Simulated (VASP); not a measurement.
# Ta4HN4 in VASP: single point with r2SCAN

Aim: the single point of Ta4HN4 with r2SCAN.

All numbers are computed with VASP 6.6.1; they aren't measurements. Logs are shortened: lines on timing, memory, paths and dates and some standing lists are left out, and cuts for length are marked.

## Step 1: The cell of the first run

The cell holds a slab with vacuum, 9 atoms: a = 2.936 Å, b = 4.116 Å, c = 25.040 Å, α = 90.00°, β = 90.00°, γ = 110.90°.

## Step 2: Single point, r2SCAN

File POSCAR:

```
Ta4HN4
1.0
    2.9361543272      0.0000000000      0.0000000000
   -1.4680771636      3.8453577038      0.0000000000
    0.0000000000      0.0000000000     25.0403695336
Ta N H
4 4 1
Direct
    0.4321940917      0.8643881833      0.3394518595
    0.1508270016      0.3016540032      0.4156282559
    0.8703352396      0.7418704754      0.4923669714
    0.5871812287      0.1720252375      0.5662675320
    0.7186329100      0.4372658199      0.3521479256
    0.4372658200      0.8745316399      0.4283243219
    0.1579371601      0.3153854201      0.5047802743
    0.8937204860      0.7870843437      0.5799110057
    0.7892740631      0.6484869933      0.6157019288
```

File INCAR.step1:

```
SYSTEM = Ta4HN4
PREC     = Accurate       ! precision mode
ENCUT    = 520            ! plane-wave cutoff, eV
ISMEAR   = 0              ! smearing method
SIGMA    = 0.1            ! smearing width, eV
LREAL    = .FALSE.        ! projectors in reciprocal space
LASPH    = .TRUE.         ! aspherical terms in the spheres
NELM     = 100            ! most SCF steps
LDIPOL   = .TRUE.       
IDIPOL   = 3            
DIPOL    = 0.5 0.5 0.477
NBANDS   = 42             ! bands
GGA      = PE             ! functional
ALGO     = Normal         ! electronic algorithm
EDIFF    = 1E-4           ! SCF threshold, eV
LWAVE    = .TRUE.         ! write WAVECAR
LCHARG   = .FALSE.        ! write CHGCAR
```

File INCAR.step2:

```
SYSTEM = Ta4HN4
PREC     = Accurate       ! precision mode
ENCUT    = 520            ! plane-wave cutoff, eV
EDIFF    = 1E-6           ! SCF threshold, eV
ISMEAR   = 0              ! smearing method
SIGMA    = 0.1            ! smearing width, eV
LREAL    = .FALSE.        ! projectors in reciprocal space
LASPH    = .TRUE.         ! aspherical terms in the spheres
NELM     = 100            ! most SCF steps
ALGO     = Normal         ! electronic algorithm
ISIF     = 2              ! what is computed and relaxed
LWAVE    = .FALSE.        ! write WAVECAR
LCHARG   = .FALSE.        ! write CHGCAR
LDIPOL   = .TRUE.       
IDIPOL   = 3            
DIPOL    = 0.5 0.5 0.477
METAGGA  = R2SCAN         ! meta-GGA
LMIXTAU  = .TRUE.       
NBANDS   = 42             ! bands
ISTART   = 1
```

File KPOINTS:

```
Automatic mesh
0
G
  10 8 1
  0 0 0
```

Potentials or basis: VASP PAW PBE potentials, release 64 (Ta_pv, N, H).

Command:

```sh
> cat potpaw_PBE.64/Ta_pv/POTCAR potpaw_PBE.64/N/POTCAR potpaw_PBE.64/H/POTCAR > POTCAR
> cp INCAR.step1 INCAR
> mpirun -np 1 vasp_std > vasp.out
> cp INCAR.step2 INCAR
> mpirun -np 1 vasp_std > vasp.out
```

OUTCAR:

```text
SYSTEM = Ta4HN4
   PREC = Accurate
   ENCUT = 520
   EDIFF = 1E-6
   ISMEAR = 0
   LREAL = .FALSE.
   LASPH = .TRUE.
   NELM = 100
   ISIF = 2
   METAGGA = R2SCAN
   ISTART = 1

 ion  position               nearest neighbor table
   1  0.432  0.864  0.339-   6 2.23   5 2.23   5 2.23   5 2.23   2 2.88   2 2.94   2 2.94
   2  0.151  0.302  0.416-   5 2.23   5 2.23   6 2.23   6 2.23   6 2.23   7 2.23   1 2.88   3 2.89
                             1 2.94   1 2.94   3 2.95   3 2.95
   3  0.870  0.742  0.492-   8 2.20   7 2.22   7 2.22   7 2.23   6 2.23   6 2.23   4 2.87   4 2.88
                             2 2.89   4 2.89   2 2.95   2 2.95
   4  0.587  0.172  0.566-   8 2.11   8 2.11   7 2.20   7 2.20   9 2.21   8 2.39   3 2.87   3 2.88
                             3 2.89
   5  0.719  0.437  0.352-   2 2.23   2 2.23   1 2.23   1 2.23   1 2.23
   6  0.437  0.875  0.428-   1 2.23   2 2.23   2 2.23   2 2.23   3 2.23   3 2.23
   7  0.158  0.315  0.505-   4 2.20   4 2.20   3 2.22   3 2.22   3 2.23   2 2.23
   8  0.894  0.787  0.580-   9 1.05   4 2.11   4 2.11   3 2.20   4 2.39
   9  0.789  0.648  0.616-   8 1.05   4 2.21

  LATTYP: Found a base centered orthorhombic cell.
 ALAT       =     2.9361543272
 B/A-ratio  =     2.6193157956
 C/A-ratio  =     8.5282879383

  Lattice vectors:

 A1 = (   1.4680771636,  -3.8453577038,   0.0000000000)
 A2 = (   1.4680771636,   3.8453577038,   0.0000000000)
 A3 = (   0.0000000000,   0.0000000000,  25.0403695336)

Analysis of symmetry for initial positions (statically):
=====================================================================
 Subroutine PRICEL returns:
 Original cell was already a primitive cell.

 Routine SETGRP: Setting up the symmetry group for a
 base centered orthorhombic supercell.

 Subroutine GETGRP returns: Found  1 space group operations
 (whereof  1 operations were pure point group operations)
 out of a pool of  8 trial point group operations.

The static configuration has the point symmetry C_1 .

Analysis of symmetry for dynamics (positions and initial velocities):
=====================================================================
 Subroutine PRICEL returns:
 Original cell was already a primitive cell.

 Routine SETGRP: Setting up the symmetry group for a
 base centered orthorhombic supercell.

 Subroutine GETGRP returns: Found  1 space group operations
 (whereof  1 operations were pure point group operations)
 out of a pool of  8 trial point group operations.

The dynamic configuration has the point symmetry C_1 .

 Subroutine INISYM returns: Found  1 space group operations
 (whereof  1 operations are pure point group operations),
 and found     1 'primitive' translations

----------------------------------------------------------------------------------------

                                     Primitive cell

  volume of cell :     282.7199

  direct lattice vectors                    reciprocal lattice vectors
     2.936154327  0.000000000  0.000000000     0.340581553  0.130026915  0.000000000
    -1.468077164  3.845357704  0.000000000     0.000000000  0.260053830  0.000000000
     0.000000000  0.000000000 25.040369534     0.000000000  0.000000000  0.039935513

  length of vectors
     2.936154327  4.116069293 25.040369534     0.364558353  0.260053830  0.039935513

  position of ions in fractional coordinates (direct lattice)
     0.432194092  0.864388183  0.339451860
     0.150827002  0.301654003  0.415628256
     0.870335240  0.741870475  0.492366971
     0.587181229  0.172025238  0.566267532
     0.718632910  0.437265820  0.352147926
     0.437265820  0.874531640  0.428324322
     0.157937160  0.315385420  0.504780274
     0.893720486  0.787084344  0.579911006
     0.789274063  0.648486993  0.615701929

  ion indices of the primitive-cell ions
   primitive index   ion index
                 1           1
                 2           2
                 3           3
                 4           4
                 5           5
                 6           6
                 7           7
                 8           8
                 9           9

----------------------------------------------------------------------------------------

 KPOINTS: Automatic mesh

Automatic generation of k-mesh.
 Grid dimensions read from file:
 generate k-points for:   10    8    1

[... 19 lines left out ...]
|           WW  WW  A    A  R   R   N   NN  II  N   NN  G    G                |
|           W    W  A    A  R    R  N    N  II  N    N   GGGG   !!!           |
|                                                                             |
|     Your reciprocal lattice and k-lattice belong to different lattice       |
|     classes:                                                                |
|                                                                             |
|        The reciprocal lattice is base centered orthorhombic,                |
|        whereas your k-lattice is simple monoclinic.                         |
|                                                                             |
|     Results are often still useful ...                                      |
|                                                                             |
 -----------------------------------------------------------------------------

 WARNING: IBZKPT: internal override: KBLOWUP is changed to .FALSE.
      ... skipping the blow-up phase ...

 Subroutine IBZKPT returns following result:
 ===========================================

 Found     42 irreducible k-points:

 Following reciprocal coordinates:
            Coordinates               Weight
  0.000000  0.000000  0.000000      1.000000
  0.100000  0.000000  0.000000      2.000000
  0.200000  0.000000  0.000000      2.000000
  0.300000  0.000000  0.000000      2.000000
  0.400000  0.000000  0.000000      2.000000
  0.500000  0.000000  0.000000      1.000000
[... 16 lines left out ...]
 -0.400000  0.250000  0.000000      2.000000
 -0.300000  0.250000  0.000000      2.000000
 [... further k-points ...]
   k-points           NKPTS =     42   k-points in BZ     NKDIM =     42   number of bands    NBANDS=     42
   number of dos      NEDOS =    301   number of ions     NIONS =      9
   total plane-waves  NPLWV = 147456
   dimension x,y,z NGX =    24 NGY =   32 NGZ =  192
   dimension x,y,z NGXF=    48 NGYF=   64 NGZF=  384
   ions per type =               4   4   1
   NGX,Y,Z   is equivalent  to a cutoff of  13.59, 12.92, 12.75 a.u.
   NGXF,Y,Z  is equivalent  to a cutoff of  27.18, 25.85, 25.49 a.u.
 SYSTEM =  Ta4HN4
   PREC   = accura    normal or accurate (medium, high low for compatibility)
   ISTART =      1    job   : 0-new  1-cont  2-samecut
   ICHARG =      0    charge: 1-file 2-atom 10-const
   ISPIN  =      1    spin polarized calculation?
   LNONCOLLINEAR =      F non collinear calculations
   LSORBIT =      F    spin-orbit coupling
   LASPH  =      T    aspherical Exc in radial PAW
   ENCUT  =  520.0 eV  38.22 Ry    6.18 a.u.   5.46  7.65 46.56*2*pi/ulx,y,z
   NELM   =    100;   NELMIN=  2; NELMDL=  0     # of ELM steps
   EDIFF  = 0.1E-05   stopping-criterion for ELM
   LREAL  =      F    real-space projection
   EDIFFG = 0.1E-04   stopping-criterion for IOM
   NSW    =      0    number of steps for IOM
   IBRION =     -1    ionic relax: 0-MD 1-quasi-New 2-CG
   NFREE  =      0    steps in history (QN), initial steepest desc. (CG)
   ISIF   =      2    stress and relaxation
   ISYM   =      2    0-nonsym 1-usesym 2-fastsym
   POTIM  = 0.5000    time-step for ionic-motion
   TEBEG  =    0.0;   TEEND  =   0.0 temperature during run
   PSTRESS=    0.0 pullay stress
   NELECT =      65.0000    total number of electrons
   NUPDOWN=      -1.0000    fix difference up-down
   EMIN   =  10.00;   EMAX   =-10.00  energy-range for DOS
   EFERMI =   0.00;   METHOD = LEGACY
   ISMEAR =     0;   SIGMA  =   0.10  broadening in eV -4-tet -1-fermi 0-gaus
   EFERMI_NEDOS =   21; number of points for ismear=-14 and -15
   IALGO  =     38    algorithm
   IMIX   =      4    mixing-type and parameters
     AMIX     =   0.40;   BMIX     =  1.00
     AMIX_MAG =   1.60;   BMIX_MAG =  1.00
  volume/ion in A,a.u.               =      31.41       211.99
  Fermi-wavevector in a.u.,A,eV,Ry     =   1.002907  1.895219 13.685035  1.005822
  Thomas-Fermi vector in A             =   2.135424
   LORBIT       =      0    0 simple, 1 ext, 2 COOP (PROOUT), +10 PAW based schemes
   METAGGA = R2SCAN    functional components
   LHFCALC =     F    Hartree Fock is set to
   AEXX    =    0.0000 exact exchange contribution
   IVDW    =     0    specifies the selected vdW correction
   LEPSILON=     F    determine dielectric tensor
   LRPA    =     F    only Hartree local field effects (RPA)
 non-spin polarized calculation
 Gauss-broadening in eV      SIGMA  =   0.10
  energy-cutoff  :      520.00
  volume of cell :      282.72
 maximum number of plane-waves:      7665
 NGX is ok and might be reduce to    24
   NGX = 11   NGY = 15   NGZ = 93

 number of electron      65.0000001 magnetization

 dipolmoment           0.000000      0.000000     -0.065854 electrons x Angstroem

 Free energy of the ion-electron system (eV)
  ---------------------------------------------------
  ext. energy  EPLUGINS =         0.00000000
  ---------------------------------------------------
  free energy    TOTEN  =      -239.94894614 eV

  energy without entropy =     -239.91955494  energy(sigma->0) =     -239.93425054

 E-fermi :   0.0965     XC(G=0):  -5.3468

 val. band max:        0.0961207316   @ k =   0.0000   0.0000   0.0000
 cond. band min:       0.1000428494   @ k =   0.0000   0.1250   0.0000
 fundamental gap:      0.0039221179
 Fermi energy:         0.0964942468

 k-point     1 :       0.0000    0.0000    0.0000
  band No.  band energies     occupation
      1     -36.6725      2.00000
      2     -36.6090      2.00000
      3     -36.5750      2.00000
      4     -36.4276      2.00000
      5     -36.2839      2.00000
      6     -36.0955      2.00000
[... 1069 lines left out ...]
     41       4.4329      0.00000
     42       4.5963      0.00000

 [... further k-points ...]

------------------------ aborting loop because EDIFF is reached ----------------------------------------

 vacuum level on the upper side and lower side of the slab       (xc-potential included)        -0.513         0.519

  FORCE on cell =-STRESS in cart. coord.  units (eV):
  Direction    XX          YY          ZZ          XY          YZ          ZX
  --------------------------------------------------------------------------------------
  -------------------------------------------------------------------------------------
  Total       -3.2767865     -4.2638456     -1.2005486     -0.1046774      0.1573328     -0.0094596
  in kB      -18.5695922    -24.1632694     -6.8035248     -0.5932079      0.8916071     -0.0536077
  external PRESSURE =     -16.5121288 kB  Pullay stress =       0.0000000 kB

 VOLUME and BASIS-vectors are now :
 -----------------------------------------------------------------------------
  energy-cutoff  :      520.00
  volume of cell :      282.72
      direct lattice vectors                 reciprocal lattice vectors
     2.936154327  0.000000000  0.000000000     0.340581553  0.130026915  0.000000000
    -1.468077164  3.845357704  0.000000000     0.000000000  0.260053830  0.000000000
     0.000000000  0.000000000 25.040369534     0.000000000  0.000000000  0.039935513

 POSITION                                       TOTAL-FORCE (eV/Angst)
 -----------------------------------------------------------------------------------
      0.00000      3.32388      8.50000        -0.003464      0.441946      0.343341
      0.00000      1.15997     10.40749        -0.007660      0.262834     -0.612527
      1.46632      2.85276     12.32905         0.000579     -0.029117     -0.009729
      1.47151      0.66150     14.17955        -0.005323      0.023754      0.072282
      1.46808      1.68144      8.81791         0.005801     -0.671033      0.550568
      0.00000      3.36289     10.72540         0.004814     -0.007778     -0.415552
      0.00072      1.21277     12.63988        -0.000610     -0.007134      0.009459
      1.46860      3.02662     14.52119         0.017991      0.009825      0.010605
      1.36540      2.49366     15.41740        -0.012128     -0.023298      0.051553
 -----------------------------------------------------------------------------------
    total drift:                                0.000435     -0.000042      0.000364

  FREE ENERGIE OF THE ION-ELECTRON SYSTEM (eV)
  ---------------------------------------------------
  free  energy   TOTEN  =      -239.9489461418 eV

  energy  without entropy=     -239.9195549445  energy(sigma->0) =     -239.93425054

 vacuum level on the upper side and lower side of the slab         3.242         4.291
```

It took 76 min on 1 thread of Oxide Virtual Turin-like, shared host; peak memory 0.65 GiB.

What came out:

* Free energy: -239.9489 eV
* Largest force: 0.868 eV/Å
* Band gap on the k mesh: zero (an odd number of electrons rules out a gap without spin polarisation)

Forces in eV/Å, atoms in the order of the input:
```
Ta  -0.003  0.442  0.343
Ta  -0.008  0.263 -0.613
Ta   0.001 -0.029 -0.010
Ta  -0.005  0.024  0.072
N    0.006 -0.671  0.551
N    0.005 -0.008 -0.416
N   -0.001 -0.007  0.009
N    0.018  0.010  0.011
H   -0.012 -0.023  0.052
```

Caveat: the PAW data sets were made with another functional, which shifts forces and pressure a little; spin-orbit coupling is left out, which moves the levels of the heavy elements; an odd number of electrons without spin polarisation forces a metal; a magnetic or distorted state may lie lower.
